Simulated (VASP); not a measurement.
Set up this calculation in VASP 6.6.1, as the native input.

* Task: single point
* Functional: PBE exchange alone
* Potentials or basis: VASP PAW PBE potentials, release 64 (Cu)
* Cutoff: 600 eV
* k mesh: 13 × 13 × 13
* Occupations: fermi-dirac, width 0.05 eV
* Spin: no spin polarisation
* Dipole correction: no
* Further INCAR settings: ALGO = Normal; EDIFF = 1e-06; NBANDS = 12

The structure of Cu lies in POSCAR:

```
Cu
1.0
    0.0000000000      1.7706018915      1.7706018915
    1.7706018915      0.0000000000      1.7706018915
    1.7706018915      1.7706018915      0.0000000000
Cu
1
Direct
    0.0000000000      0.0000000000      0.0000000000
```

These files were run (other wordings do the same):

INCAR

```
SYSTEM = Cu
PREC = Accurate
ENCUT = 600
EDIFF = 1E-6
ISMEAR = -1
SIGMA = 0.05
LREAL = .FALSE.
LASPH = .TRUE.
NELM = 120
ALGO = Normal
ISIF = 2
LWAVE = .FALSE.
LCHARG = .FALSE.
GGA = PE
ALDAC = 0.0
AGGAC = 0.0
NBANDS = 12
GGA_COMPAT = .FALSE.
```

KPOINTS

```
Automatic mesh
0
G
  13 13 13
  0 0 0
```

Potentials or basis: VASP PAW PBE potentials, release 64 (Cu).

Command:

```console
$ cat potpaw_PBE.64/Cu/POTCAR > POTCAR
$ mpirun -np 1 vasp_std > vasp.out
```

It gave:

```json
{
  "Pressure": "36.8 GPa",
  "Band gap on the k mesh": "zero (an odd number of electrons rules out a gap without spin polarisation)"
}
```

Caveat: the cell stands under pressure.

It took 12 s on 1 thread of Intel(R) Xeon(R) Platinum 8259CL CPU @ 2.50GHz (Skylake/Cascade Lake), with other jobs on the host, peak memory 0.13 GiB.
